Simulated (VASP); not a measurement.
SnO2:

```
Sn O
1.0
     0.00000    2.57415    2.57415
     2.57415    0.00000    2.57415
     2.57415    2.57415    0.00000
Sn O
1 2
Direct
  0.00000 0.00000 0.00000
  0.75000 0.75000 0.75000
  0.25000 0.25000 0.25000
```

Base run:

```yaml
Program: VASP 6.6.1
Functional: BLYP
Potentials_or_basis: VASP PAW PBE potentials, release 64 (Sn_d, O)
Cutoff: 520 eV
k_mesh: 9 × 9 × 9
Occupations: fermi-dirac, width 0.05 eV
Spin: no spin polarisation
```

Its results: band gap on the k mesh zero (bands 13 and 14 overlap by 0.05 eV); pressure 6.5 GPa.

Q: The run is repeated on the same cell with these changes: functional from BLYP to revPBE. What comes out?

A: Band gap on the k mesh zero (bands 13 and 14 overlap by 0.05 eV); pressure 3.1 GPa.

Caveats: the cell stands under pressure; semilocal functionals underestimate gaps, so a narrow gap can read as zero; the PAW data sets were made with another functional, which shifts forces and pressure a little; spin-orbit coupling is left out, which moves the levels of the heavy elements.
